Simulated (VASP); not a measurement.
Input of a VASP 6.6.1 run:

The input INCAR:

```
PREC = Accurate ; ENCUT = 500
EDIFF = 1E-6 ; ISMEAR = -1
SIGMA = 0.1 ; LREAL = F
LASPH = T ; NELM = 120
ALGO = Normal ; ISIF = 2
LWAVE = F ; LCHARG = F
GGA = PE ; NBANDS = 11
GGA_COMPAT = F
```

KPOINTS

```
regular mesh
0
Gamma
  16 16 8
```

POSCAR

```
Si
1.0
    2.4761615829      0.0000000000      0.0000000000
   -1.2380807915      2.1444187467      0.0000000000
    0.0000000000      0.0000000000      4.2066378447
Si
2
Direct
    0.3333333333      0.6666666667      0.2500000000
    0.6666666667      0.3333333333      0.7500000000
```

Potentials or basis: VASP PAW PBE potentials, release 64 (Si).

Run with:

```console
$ cat potpaw_PBE.64/Si/POTCAR > POTCAR
$ mpirun -np 1 vasp_std > vasp.out
```

Q: Predict the pressure.

A: 38.5 GPa.

Q: Predict the band gap on the k mesh.

A: Zero (bands 4 and 5 overlap by 14.59 eV).

Stress tensor (GPa, compression positive):
```
38.15  0.00  0.00
 0.00 38.15  0.00
 0.00  0.00 39.18
```

Caveat: the cell stands under pressure.
